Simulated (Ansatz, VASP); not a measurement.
FeCoC4N4: VASP beside Ansatz

```xyz
10
Lattice="5.8180 0.0000 0.0000 0.0000 5.8180 0.0000 0.0000 0.0000 5.8180" Properties=species:S:1:pos:R:3 pbc="T T T"
Fe    2.9090    2.9090    2.9090
Co    0.0000    0.0000    0.0000
C     1.1080    1.1080    1.1080
C     1.1080    4.7100    4.7100
C     4.7100    1.1080    4.7100
C     4.7100    4.7100    1.1080
N     1.7861    1.7861    1.7861
N     1.7861    4.0319    4.0319
N     4.0319    1.7861    4.0319
N     4.0319    4.0319    1.7861
```

Alike in both runs: functional PBE; k mesh 4 × 4 × 4; occupations gaussian, width 0.1 eV; collinear spin.

Ansatz relaxed the structure, and its values are those at the end. VASP's run is a single point on that final structure, the one shown.

|  | VASP | Ansatz |
| --- | --- | --- |
| version | VASP 6.6.1 | Ansatz 0.2.0 |
| potentials or method | VASP PAW PBE potentials, release 64 (Fe, Co, C, N), cutoff 520 eV | scalar-relativistic, plane waves, PAW |
| valence electrons in the cell | 53 | 69 |

Ansatz gave:

```
gap on the k mesh at the Fermi level (eV)                     : none
pressure (GPa)                                                : -0.2
rms of the force components (eV/Å)                            : 0.006
net moment per atom (μB)                                      : 0.70
size of the moment on the site where the two differ most (μB) : 3.27
```

Problem. Which values does VASP return?

Solution. gap on the k mesh at the Fermi level (eV): none; pressure (GPa): 0.3; rms of the force components (eV/Å): 0.158; net moment per atom (μB): 0.70; size of the moment on the site where the two differ most (μB): 3.60.

Site moments also hang on the region over which each program counts them. A gap of «none» marks a metal or a gap that the smearing closes. One of these differences is far larger than is usual between the two programs; its cause wasn't traced. The functional is the same, so the differences come from potentials, cutoffs and numerics. VASP's potentials hold 53 valence electrons a cell and Ansatz's 69, so a difference there can come from the potentials and not from the codes.

Noted on VASP's run: the standard files for N, O and F lose accuracy on very short bonds.
